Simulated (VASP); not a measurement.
# CaO in VASP: a series of runs, part 2 of 2

VASP 6.6.1. The steps go on from the part before.

## (3) Single point, PBE

This run uses another cell than the first one, of 18.79 Å³/atom.

File INCAR:

```
SYSTEM = CaO
  PREC = Accurate
  ENCUT = 520
  EDIFF = 1E-7
  ISMEAR = 0
  SIGMA = 0.1
  LREAL = .False.
  LASPH = .True.
  NELM = 60
  ALGO = Normal
  ISIF = 2
  LWAVE = .False.
  LCHARG = .True.
  GGA = PE
  LELF = .True.
  LVHAR = .True.
  NBANDS = 42
```

File KPOINTS:

```
regular mesh
0
Gamma
  4 4 4
  0 0 0
```

File POSCAR:

```
CaO
1.0
    0.0000000000      0.0000000000      4.7707447463
   -3.9691723819      3.9691723819      2.3853723731
   -3.9691723819     -3.9691723819      2.3853723731
Ca O
4 4
Direct
    0.3522690957      0.5000000000      0.7954618086
    0.6477309043      0.5000000000      0.2045381914
    0.1477309043      0.2045381914      0.5000000000
    0.8522690957      0.7954618086      0.5000000000
    0.6466242085      0.2067515830      0.5000000000
    0.3533757915      0.7932484170      0.5000000000
    0.8533757915      0.5000000000      0.7932484170
    0.1466242085      0.5000000000      0.2067515830
```

Potentials or basis: VASP PAW PBE potentials, release 64 (Ca_sv, O).

Command:

```sh
$ cat potpaw_PBE.64/Ca_sv/POTCAR potpaw_PBE.64/O/POTCAR > POTCAR
$ mpirun -np 1 vasp_std > vasp.out
```

OUTCAR:

```text
SYSTEM = CaO
   PREC = Accurate
   ENCUT = 520
   EDIFF = 1E-7
   ISMEAR = 0
   LREAL = .False.
   LASPH = .True.
   NELM = 60
   ISIF = 2
   GGA = PE

 ion  position               nearest neighbor table
   1  0.352  0.500  0.795-   8 2.31   6 2.34   5 2.34   7 2.39   7 2.39
   2  0.648  0.500  0.205-   7 2.31   6 2.34   5 2.34   8 2.39   8 2.39
   3  0.148  0.205  0.500-   6 2.31   7 2.34   8 2.34   5 2.39   5 2.39
   4  0.852  0.795  0.500-   5 2.31   7 2.34   8 2.34   6 2.39   6 2.39
   5  0.647  0.207  0.500-   4 2.31   2 2.34   1 2.34   3 2.39   3 2.39
   6  0.353  0.793  0.500-   3 2.31   2 2.34   1 2.34   4 2.39   4 2.39
   7  0.853  0.500  0.793-   2 2.31   3 2.34   4 2.34   1 2.39   1 2.39
   8  0.147  0.500  0.207-   1 2.31   3 2.34   4 2.34   2 2.39   2 2.39

  LATTYP: Found a body centered tetragonal cell.
 ALAT       =     7.9383447638
 C/A-ratio  =     0.6009747483

  Lattice vectors:

 A1 = (  -3.9691723819,   3.9691723819,  -2.3853723732)
 A2 = (   3.9691723819,  -3.9691723819,  -2.3853723731)
 A3 = (  -3.9691723819,  -3.9691723819,   2.3853723731)

Analysis of symmetry for initial positions (statically):
=====================================================================
 Subroutine PRICEL returns:
 Original cell was already a primitive cell.

 Routine SETGRP: Setting up the symmetry group for a
 body centered tetragonal supercell.

 Subroutine GETGRP returns: Found 16 space group operations
 (whereof  8 operations were pure point group operations)
 out of a pool of 16 trial point group operations.

The static configuration has the point symmetry C_4h.
 The point group associated with its full space group is D_4h.

Analysis of symmetry for dynamics (positions and initial velocities):
=====================================================================
 Subroutine PRICEL returns:
 Original cell was already a primitive cell.

 Routine SETGRP: Setting up the symmetry group for a
 body centered tetragonal supercell.

 Subroutine GETGRP returns: Found 16 space group operations
 (whereof  8 operations were pure point group operations)
 out of a pool of 16 trial point group operations.

The dynamic configuration has the point symmetry C_4h.
 The point group associated with its full space group is D_4h.

 Subroutine INISYM returns: Found 16 space group operations
 (whereof  8 operations are pure point group operations),
 and found     1 'primitive' translations

----------------------------------------------------------------------------------------

                                     Primitive cell

  volume of cell :     150.3198

  direct lattice vectors                    reciprocal lattice vectors
     0.000000000  0.000000000  4.770744746     0.125970845  0.000000000  0.209610879
    -3.969172382  3.969172382  2.385372373    -0.125970845  0.125970845  0.000000000
    -3.969172382 -3.969172382  2.385372373    -0.125970845 -0.125970845  0.000000000

  length of vectors
     4.770744746  6.099070434  6.099070434     0.244551374  0.178149678  0.178149678

[... 53 lines left out ...]
  0.500000  0.250000 -0.000000      8.000000
 -0.250000  0.250000  0.000000     16.000000
  0.000000  0.500000  0.000000      2.000000
  0.000000  0.250000  0.250000      4.000000
  0.500000  0.250000  0.250000      2.000000
 -0.250000  0.250000  0.250000      8.000000
  0.000000  0.500000  0.250000      4.000000
  0.500000 -0.250000  0.250000      2.000000
  0.000000  0.500000  0.500000      1.000000
   k-points           NKPTS =     13   k-points in BZ     NKDIM =     13   number of bands    NBANDS=     42
   number of dos      NEDOS =    301   number of ions     NIONS =      8
   total plane-waves  NPLWV =  82944
   dimension x,y,z NGX =    36 NGY =   48 NGZ =   48
   dimension x,y,z NGXF=    72 NGYF=   96 NGZF=   96
   ions per type =               4   4
   NGX,Y,Z   is equivalent  to a cutoff of  12.54, 13.08, 13.08 a.u.
   NGXF,Y,Z  is equivalent  to a cutoff of  25.09, 26.17, 26.17 a.u.
 SYSTEM =  CaO
   PREC   = accura    normal or accurate (medium, high low for compatibility)
   ISTART =      0    job   : 0-new  1-cont  2-samecut
   ICHARG =      2    charge: 1-file 2-atom 10-const
   ISPIN  =      1    spin polarized calculation?
   LNONCOLLINEAR =      F non collinear calculations
   LSORBIT =      F    spin-orbit coupling
   LASPH  =      T    aspherical Exc in radial PAW
   ENCUT  =  520.0 eV  38.22 Ry    6.18 a.u.   8.87 11.34 11.34*2*pi/ulx,y,z
   NELM   =     60;   NELMIN=  2; NELMDL= -5     # of ELM steps
   EDIFF  = 0.1E-06   stopping-criterion for ELM
   LREAL  =      F    real-space projection
   EDIFFG = 0.1E-05   stopping-criterion for IOM
   NSW    =      0    number of steps for IOM
   IBRION =     -1    ionic relax: 0-MD 1-quasi-New 2-CG
   NFREE  =      0    steps in history (QN), initial steepest desc. (CG)
   ISIF   =      2    stress and relaxation
   ISYM   =      2    0-nonsym 1-usesym 2-fastsym
   POTIM  = 0.5000    time-step for ionic-motion
   TEBEG  =    0.0;   TEEND  =   0.0 temperature during run
   PSTRESS=    0.0 pullay stress
   NELECT =      64.0000    total number of electrons
   NUPDOWN=      -1.0000    fix difference up-down
   EMIN   =  10.00;   EMAX   =-10.00  energy-range for DOS
   EFERMI =   0.00;   METHOD = LEGACY
   ISMEAR =     0;   SIGMA  =   0.10  broadening in eV -4-tet -1-fermi 0-gaus
   EFERMI_NEDOS =   21; number of points for ismear=-14 and -15
   IALGO  =     38    algorithm
   IMIX   =      4    mixing-type and parameters
     AMIX     =   0.40;   BMIX     =  1.00
     AMIX_MAG =   1.60;   BMIX_MAG =  1.00
  volume/ion in A,a.u.               =      18.79       126.80
  Fermi-wavevector in a.u.,A,eV,Ry     =   1.231580  2.327350 20.637187  1.516790
  Thomas-Fermi vector in A             =   2.366384
   LORBIT       =      0    0 simple, 1 ext, 2 COOP (PROOUT), +10 PAW based schemes
   GGA     = PE    functional components
   LHFCALC =     F    Hartree Fock is set to
   AEXX    =    0.0000 exact exchange contribution
   IVDW    =     0    specifies the selected vdW correction
   LEPSILON=     F    determine dielectric tensor
   LRPA    =     F    only Hartree local field effects (RPA)
 non-spin polarized calculation
 Gauss-broadening in eV      SIGMA  =   0.10
  energy-cutoff  :      520.00
  volume of cell :      150.32
 maximum number of plane-waves:      4070
   NGX = 17   NGY = 23   NGZ = 23

 number of electron      64.0000014 magnetization

 Free energy of the ion-electron system (eV)
  ---------------------------------------------------
  ext. energy  EPLUGINS =         0.00000000
  ---------------------------------------------------
  free energy    TOTEN  =       -50.25414594 eV

  energy without entropy =      -50.25414594  energy(sigma->0) =      -50.25414594

 E-fermi :   1.1798     XC(G=0):  -8.5531

 val. band max:        0.7476707191   @ k =   0.0000   0.0000   0.0000
 cond. band min:       3.1020523033   @ k =   0.0000   0.0000   0.0000
 fundamental gap:      2.3543815841
 Fermi energy:         1.1798009078

 k-point     1 :       0.0000    0.0000    0.0000
  band No.  band energies     occupation
      1     -37.0532      2.00000
      2     -36.9672      2.00000
      3     -36.9436      2.00000
      4     -36.9436      2.00000
      5     -18.5208      2.00000
      6     -18.3986      2.00000
[... 574 lines left out ...]
     41       7.5823      0.00000
     42       8.1166      0.00000

------------------------ aborting loop because EDIFF is reached ----------------------------------------

  FORCE on cell =-STRESS in cart. coord.  units (eV):
  Direction    XX          YY          ZZ          XY          YZ          ZX
  --------------------------------------------------------------------------------------
  -------------------------------------------------------------------------------------
  Total        0.3777685      0.3777685      0.4701174      0.0000000      0.0000000      0.0000000
  in kB        4.0264305      4.0264305      5.0107278      0.0000000      0.0000000      0.0000000
  external PRESSURE =       4.3545296 kB  Pullay stress =       0.0000000 kB

 VOLUME and BASIS-vectors are now :
 -----------------------------------------------------------------------------
  energy-cutoff  :      520.00
  volume of cell :      150.32
      direct lattice vectors                 reciprocal lattice vectors
     0.000000000  0.000000000  4.770744746     0.125970845  0.000000000  0.209610879
    -3.969172382  3.969172382  2.385372373    -0.125970845  0.125970845  0.000000000
    -3.969172382 -3.969172382  2.385372373    -0.125970845 -0.125970845  0.000000000

 POSITION                                       TOTAL-FORCE (eV/Angst)
 -----------------------------------------------------------------------------------
     -5.14191     -1.17274      4.77074        -0.007899     -0.007899     -0.000000
     -2.79643      1.17274      4.77074         0.007899      0.007899      0.000000
     -2.79643     -1.17274      2.38537         0.007899     -0.007899      0.000000
     -5.14191      1.17274      7.15612        -0.007899      0.007899     -0.000000
     -2.80522     -1.16395      4.77074         0.004589     -0.004589      0.000000
     -5.13313      1.16395      4.77074        -0.004589      0.004589     -0.000000
     -5.13313     -1.16395      7.15612        -0.004589     -0.004589     -0.000000
     -2.80522      1.16395      2.38537         0.004589      0.004589      0.000000
 -----------------------------------------------------------------------------------
    total drift:                               -0.000000     -0.000000      0.000000

  FREE ENERGIE OF THE ION-ELECTRON SYSTEM (eV)
  ---------------------------------------------------
  free  energy   TOTEN  =       -50.2541459370 eV

  energy  without entropy=      -50.2541459370  energy(sigma->0) =      -50.25414594
```

Run time: 59 s. Hardware: 1 thread of Intel Xeon 6975P-C (Granite Rapids), shared host; peak memory 0.29 GiB.

What came out:

- Free energy: -50.2541 eV
- Pressure: 0.4 GPa
- Largest force: 0.011 eV/Å
- Band gap on the k mesh: 2.35 eV

Forces on the atoms (eV/Å):
```
Ca  -0.008 -0.008  0.000
Ca   0.008  0.008  0.000
Ca   0.008 -0.008  0.000
Ca  -0.008  0.008  0.000
O    0.005 -0.005  0.000
O   -0.005  0.005  0.000
O   -0.005 -0.005  0.000
O    0.005  0.005  0.000
```

## (4) Single point, PBE

This run uses another cell than the first one, of 18.83 Å³/atom.

File INCAR:

```
ALGO     = Normal         # electronic algorithm
EDIFF    = 1E-6           # SCF threshold, eV
ENCUT    = 520            # plane-wave cutoff, eV
GGA      = PE             # functional
ISIF     = 2              # what is computed and relaxed
ISMEAR   = 0              # smearing method
LASPH    = True           # aspherical terms in the spheres
LCHARG   = True           # write CHGCAR
LELF     = True           # ELF
LREAL    = False          # projectors in reciprocal space
LVHAR    = True         
LWAVE    = False          # write WAVECAR
NBANDS   = 42             # bands
NELM     = 60             # most SCF steps
PREC     = Accurate       # precision mode
SIGMA    = 0.1            # smearing width, eV
```

File KPOINTS:

```
k-points
0
Gamma
  4 4 4
```

File POSCAR:

```
CaO
1.0
    0.0011811280      0.0011685182      4.7706250578
   -3.9761407417      3.9731429218      2.3853322387
   -3.9747850642     -3.9706540997      2.3833388921
Ca O
4 4
Direct
    0.3524352153      0.4998517577      0.7952994765
    0.6475333416      0.5001600383      0.2047007751
    0.1476227240      0.2046521215      0.5001604718
    0.8524397532      0.7953054160      0.4998486055
    0.6465194799      0.2068513961      0.5001412649
    0.3535005488      0.7931209026      0.4998330765
    0.8534557438      0.4999534345      0.7931414939
    0.1464931935      0.5001049333      0.2068748358
```

Command:

```sh
$ cat potpaw_PBE.64/Ca_sv/POTCAR potpaw_PBE.64/O/POTCAR > POTCAR
$ mpirun -np 1 vasp_std > vasp.out
```

Run time: 2.1 min. Hardware: 1 thread of Intel Xeon 6975P-C (Granite Rapids), shared host; peak memory 0.36 GiB.

It converged, with:

```yaml
Free_energy: -50.2550 eV
Pressure: 0.3 GPa
Largest_force: 0.020 eV/Å
Band_gap_on_the_k_mesh: 2.35 eV
```

Forces in eV/Å, atoms in the order of the input:
```
Ca  -0.014 -0.014  0.000
Ca   0.014  0.013  0.001
Ca   0.013 -0.013 -0.001
Ca  -0.014  0.014 -0.001
O    0.008 -0.009  0.000
O   -0.010  0.009  0.001
O   -0.005 -0.008  0.001
O    0.008  0.007  0.000
```

Stress tensor (GPa, compression positive):
```
 0.20  0.01 -0.03
 0.01  0.20 -0.03
-0.03 -0.03  0.40
```

Levels at points of the mesh, in eV from the valence-band top:
| k point | band 29 | band 30 | band 31 | band 32 | band 33 | band 34 | band 35 | band 36 |
| --- | --- | --- | --- | --- | --- | --- | --- | --- |
| (0.00, 0.00, 0.00) | -0.70 | -0.69 | -0.34 | 0.00 | 2.35 | 4.31 | 5.65 | 5.84 |
| (0.50, 0.00, 0.00) | -0.95 | -0.95 | -0.73 | -0.73 | 4.51 | 4.51 | 6.14 | 6.14 |
| (0.00, 0.50, 0.00) | -0.63 | -0.45 | -0.42 | -0.31 | 3.84 | 4.81 | 4.95 | 5.03 |
| (0.50, 0.50, 0.00) | -0.95 | -0.95 | -0.73 | -0.73 | 4.51 | 4.51 | 6.15 | 6.15 |
| (0.00, 0.00, 0.50) | -0.63 | -0.45 | -0.42 | -0.31 | 3.84 | 4.81 | 4.95 | 5.03 |
| (0.50, 0.00, 0.50) | -0.95 | -0.95 | -0.73 | -0.73 | 4.51 | 4.52 | 6.15 | 6.15 |
| (0.00, 0.50, 0.50) | -0.58 | -0.43 | -0.43 | -0.20 | 3.64 | 4.00 | 5.78 | 6.03 |
| (0.50, 0.50, 0.50) | -0.95 | -0.95 | -0.73 | -0.73 | 4.51 | 4.51 | 6.14 | 6.14 |

## (5) Single point, PBE (16.54 Å³/atom)

This run uses another cell than the first one, of 16.54 Å³/atom.

File INCAR:

```
PREC = Accurate
ENCUT = 520
EDIFF = 1E-6
ISMEAR = 0
SIGMA = 0.02
LREAL = F
LASPH = T
NELM = 80
ALGO = Normal
ISIF = 2
LWAVE = F
LCHARG = F
GGA = PE
NBANDS = 42
```

File KPOINTS:

```
Automatic mesh
0
Gamma
  8 8 8
```

File POSCAR:

```
CaO
1.0
   -3.7878317972      3.7878317972      2.3049282347
    3.7878317972     -3.7878317972      2.3049282347
    3.7878317972      3.7878317972     -2.3049282347
Ca O
4 4
Direct
    0.8511803567      0.3511803567      0.2023607134
    0.1488196433      0.6488196433      0.7976392866
    0.3511803567      0.1488196433      0.5000000000
    0.6488196433      0.8511803567      0.5000000000
    0.8530385337      0.6469614663      0.5000000000
    0.1469614663      0.3530385337      0.5000000000
    0.3530385337      0.8530385337      0.2060770674
    0.6469614663      0.1469614663      0.7939229326
```

Potentials or basis: VASP PAW PBE potentials, release 64 (Ca_sv, O).

Command:

```sh
$ cat potpaw_PBE.64/Ca_sv/POTCAR potpaw_PBE.64/O/POTCAR > POTCAR
$ mpirun -np 1 vasp_std > vasp.out
```

OUTCAR:

```text
PREC = Accurate
   ENCUT = 520
   EDIFF = 1E-6
   ISMEAR = 0
   LREAL = F
   LASPH = T
   NELM = 80
   ISIF = 2
   GGA = PE

 ion  position               nearest neighbor table
   1  0.851  0.351  0.202-   8 2.19   6 2.24   5 2.24   7 2.31   7 2.31   2 3.16   2 3.16
   2  0.149  0.649  0.798-   7 2.19   6 2.24   5 2.24   8 2.31   8 2.31   1 3.16   1 3.16
   3  0.351  0.149  0.500-   6 2.19   7 2.24   8 2.24   5 2.31   5 2.31   4 3.16   4 3.16
   4  0.649  0.851  0.500-   5 2.19   7 2.24   8 2.24   6 2.31   6 2.31   3 3.16   3 3.16
   5  0.853  0.647  0.500-   4 2.19   2 2.24   1 2.24   3 2.31   3 2.31
   6  0.147  0.353  0.500-   3 2.19   2 2.24   1 2.24   4 2.31   4 2.31
   7  0.353  0.853  0.206-   2 2.19   3 2.24   4 2.24   1 2.31   1 2.31
   8  0.647  0.147  0.794-   1 2.19   3 2.24   4 2.24   2 2.31   2 2.31

  LATTYP: Found a body centered tetragonal cell.
 ALAT       =     7.5756635944
 C/A-ratio  =     0.6085086028

  Lattice vectors:

 A1 = (  -3.7878317972,   3.7878317972,   2.3049282347)
 A2 = (   3.7878317972,  -3.7878317972,   2.3049282347)
 A3 = (   3.7878317972,   3.7878317972,  -2.3049282347)

Analysis of symmetry for initial positions (statically):
[... 189 lines left out ...]

 val. band max:        1.3358221702   @ k =   0.0000   0.0000   0.0000
 cond. band min:       3.7111283344   @ k =   0.0000   0.0000   0.0000
 fundamental gap:      2.3753061642
 Fermi energy:         1.5136299238

 k-point     1 :       0.0000    0.0000    0.0000
  band No.  band energies     occupation
      1     -35.9498      2.00000
      2     -35.8060      2.00000
      3     -35.7618      2.00000
      4     -35.7618      2.00000
      5     -17.8540      2.00000
      6     -17.5407      2.00000
[... 1069 lines left out ...]
     41       9.5040      0.00000
     42       9.5041      0.00000

 [... further k-points ...]
[... 5 lines left out ...]
  --------------------------------------------------------------------------------------
  -------------------------------------------------------------------------------------
  Total       10.9099569     10.9099569     11.0100125      0.0000000     -0.0000000      0.0000000
  in kB      132.1401657    132.1401657    133.3520275      0.0000000     -0.0000000      0.0000000
  external PRESSURE =     132.5441196 kB  Pullay stress =       0.0000000 kB

 VOLUME and BASIS-vectors are now :
 -----------------------------------------------------------------------------
  energy-cutoff  :      520.00
  volume of cell :      132.28
      direct lattice vectors                 reciprocal lattice vectors
    -3.787831797  3.787831797  2.304928235     0.000000000  0.132001638  0.216926494
     3.787831797 -3.787831797  2.304928235     0.132001638  0.000000000  0.216926494
     3.787831797  3.787831797 -2.304928235     0.132001638  0.132001638  0.000000000

 POSITION                                       TOTAL-FORCE (eV/Angst)
 -----------------------------------------------------------------------------------
     -1.12741      2.66042      2.30493        -0.006842     -0.006842      0.000000
      4.91524      1.12741     -0.00000         0.006842      0.006842     -0.000000
      1.12741      2.66042      0.00000         0.006842     -0.006842      0.000000
      2.66042      1.12741      2.30493        -0.006842      0.006842      0.000000
      1.11333      2.67450      2.30493         0.010882     -0.010882      0.000000
      2.67450      1.11333      0.00000        -0.010882      0.010882      0.000000
      2.67450     -1.11333      2.30493        -0.010882     -0.010882     -0.000000
      1.11333      4.90116     -0.00000         0.010882      0.010882      0.000000
 -----------------------------------------------------------------------------------
    total drift:                               -0.000000     -0.000000      0.000000

  FREE ENERGIE OF THE ION-ELECTRON SYSTEM (eV)
  ---------------------------------------------------
  free  energy   TOTEN  =       -49.5478990502 eV

  energy  without entropy=      -49.5478990502  energy(sigma->0) =      -49.54789905
```

stdout:

```text
POSCAR found type information on POSCAR CaO
 POSCAR found :  2 types and       8 ions
 scaLAPACK will be used
 LDA part: xc-table for (Slater+PW92), standard interpolation
 POSCAR, INCAR and KPOINTS ok, starting setup
 FFT: planning ... GRIDC
 FFT: planning ... GRID_SOFT
 FFT: planning ... GRID
 WAVECAR not read
 entering main loop
```

It took 3.8 min on 1 thread of Intel Xeon 6975P-C (Granite Rapids), shared host; peak memory 0.46 GiB.

What came out:

* Free energy: -49.5479 eV
* Pressure: 13.3 GPa
* Largest force: 0.015 eV/Å
* Band gap on the k mesh: 2.38 eV

Forces on the atoms (eV/Å):
```
Ca  -0.007 -0.007  0.000
Ca   0.007  0.007  0.000
Ca   0.007 -0.007  0.000
Ca  -0.007  0.007  0.000
O    0.011 -0.011  0.000
O   -0.011  0.011  0.000
O   -0.011 -0.011  0.000
O    0.011  0.011  0.000
```

Stress tensor (GPa, compression positive):
```
13.21  0.00  0.00
 0.00 13.21  0.00
 0.00  0.00 13.34
```

Caveat: the cell stands under pressure. A k mesh can miss the band edges.

## (6) Overview

```tsv
cell	k mesh	smearing	gap on the mesh (eV)	pressure (GPa)	largest force (eV/Å)
a = 6.053 Å, angles 98.4, 98.4, 135.0°, 8 atoms, atomic positions A	4 × 4 × 4	gaussian 0.1 eV	2.36	4.1	0.29
a = 4.771, b = 6.099, c = 6.099 Å, angles 81.2, 67.0, 67.0°, 8 atoms, atomic positions B	4 × 4 × 4	gaussian 0.1 eV	2.35	0.4	0.01
a = 4.771, b = 6.106, c = 6.103 Å, angles 81.2, 67.0, 67.0°, 8 atoms, atomic positions B	4 × 4 × 4	gaussian 0.1 eV	2.35	0.3	0.02
a = 5.832 Å, angles 99.0, 99.0, 133.4°, 8 atoms, atomic positions C	8 × 8 × 8	gaussian 0.02 eV	2.38	13.3	0.02
```

Alike in all rows: task single point; level PBE; potentials or basis VASP PAW PBE potentials, release 64 (Ca_sv, O); no spin polarisation; cutoff (eV) 520.

Caveats: the cell stands under pressure (at least some runs).

Absolute energies hang on the potentials; compare differences alone.
